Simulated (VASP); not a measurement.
Input of a VASP 6.6.1 run:

Contents of INCAR:

```
SYSTEM = LiF
PREC     = Accurate       ! precision mode
ENCUT    = 520            ! plane-wave cutoff, eV
EDIFF    = 1E-6           ! SCF threshold, eV
ISMEAR   = 0              ! smearing method
SIGMA    = 0.05           ! smearing width, eV
LREAL    = .FALSE.        ! projectors in reciprocal space
LASPH    = .TRUE.         ! aspherical terms in the spheres
NELM     = 60             ! most SCF steps
ALGO     = Normal         ! electronic algorithm
ISIF     = 2              ! what is computed and relaxed
LWAVE    = .FALSE.        ! write WAVECAR
LCHARG   = .FALSE.        ! write CHGCAR
GGA      = CA             ! functional
NBANDS   = 18             ! bands
```

Contents of KPOINTS:

```
Automatic mesh
0
G
  9 9 6
  0 0 0
```

POSCAR

```
LiF
1.0
    3.0300909680      0.0000000000      0.0000000000
   -1.5150454840      2.6241357541      0.0000000000
    0.0000000000      0.0000000000      4.6590208518
Li F
2 2
Direct
    0.3333333333      0.6666666667      0.4120529761
    0.6666666667      0.3333333333      0.9120529761
    0.3333333333      0.6666666667      0.9910195924
    0.6666666667      0.3333333333      0.4910195924
```

Potentials or basis: VASP PAW LDA potentials, release 64 (Li_sv, F).

Command:

```console
$ cat potpaw_LDA.64/Li_sv/POTCAR potpaw_LDA.64/F/POTCAR > POTCAR
$ mpirun -np 1 vasp_std > vasp.out
```

Question: Estimate the band gap on the k mesh.

Answer: 7.68 eV.

Question: Predict the largest force.

Answer: 0.277 eV/Å.

Forces in eV/Å, atoms in the order of the input:
```
Li   0.000  0.000 -0.277
Li   0.000  0.000 -0.277
F    0.000  0.000  0.277
F    0.000  0.000  0.277
```

Caveat: an odd mesh through Γ misses points on the zone boundary, where band edges can lie.
